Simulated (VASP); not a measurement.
Set up this calculation in VASP 6.6.1, as the native input.

| Item | Value |
| --- | --- |
| Task | single point |
| Functional | PBE0 |
| Potentials or basis | VASP PAW PBE potentials, release 64 (Ga_d, As_d) |
| Cutoff | 400 eV |
| k mesh | 5 × 5 × 4 |
| Occupations | fermi-dirac, width 0.05 eV |
| Spin | no spin polarisation |
| Dipole correction | no |
| Grid for exact exchange (PRECFOCK) | Normal |
| Further INCAR settings | ALGO = Normal; EDIFF = 1e-06; NBANDS = 21 |
| Share of exact exchange | 0.25 |

Crystal: GaAs.

```xyz
2
Lattice="3.7544 0.0000 0.0000 -1.8772 3.2514 0.0000 0.0000 0.0000 3.2460" Properties=species:S:1:pos:R:3 pbc="T T T"
Ga    0.0000    2.1676    1.6230
As    0.0000    0.0000    0.0000
```

The input as run:

POSCAR

```
GaAs
1.0
    3.7543747679     -0.0000000030      0.0000000000
   -1.8771873814      3.2513839259      0.0000000000
    0.0000000000      0.0000000000      3.2460162765
Ga As
1 1
Direct
    0.3333333333      0.6666666667      0.5000000000
    0.0000000000      0.0000000000      0.0000000000
```

INCAR.step1

```
SYSTEM = GaAs
ALGO = Normal
EDIFF = 1E-5
ENCUT = 400
GGA = PE
GGA_COMPAT = .FALSE.
ISIF = 2
ISMEAR = -1
LASPH = .TRUE.
LCHARG = .FALSE.
LREAL = .FALSE.
LWAVE = .TRUE.
NBANDS = 21
NELM = 120
PREC = Accurate
SIGMA = 0.05
```

INCAR.step2

```
SYSTEM = GaAs
AEXX = 0.25
ALGO = Normal
EDIFF = 1E-6
ENCUT = 400
GGA = PE
GGA_COMPAT = .FALSE.
ISIF = 2
ISMEAR = -1
ISTART = 1
LASPH = .TRUE.
LCHARG = .FALSE.
LHFCALC = .TRUE.
LREAL = .FALSE.
LWAVE = .FALSE.
NBANDS = 21
NELM = 120
PREC = Accurate
PRECFOCK = Normal
SIGMA = 0.05
```

KPOINTS

```
k-points
0
G
  5 5 4
  0 0 0
```

Potentials or basis: VASP PAW PBE potentials, release 64 (Ga_d, As_d).

Launch:

```console
$ cat potpaw_PBE.64/Ga_d/POTCAR potpaw_PBE.64/As_d/POTCAR > POTCAR
$ cp INCAR.step1 INCAR
$ mpirun -np 1 vasp_std > vasp.out
$ cp INCAR.step2 INCAR
$ mpirun -np 1 vasp_std > vasp.out
```

It gave:

| Property | Result |
| --- | --- |
| Pressure | -0.2 GPa |
| Band gap on the k mesh | zero (bands 14 and 15 overlap by 4.74 eV) |

Caveat: the k points lie up to 0.48 Å⁻¹ apart, too coarse for converged energies and pressures of a metal; the PAW data sets were made with another functional, which shifts forces and pressure a little.

Wall time 31 min on 1 thread of Intel(R) Xeon(R) Platinum 8375C CPU @ 2.90GHz (Ice Lake) (shared host), peak memory 0.16 GiB.
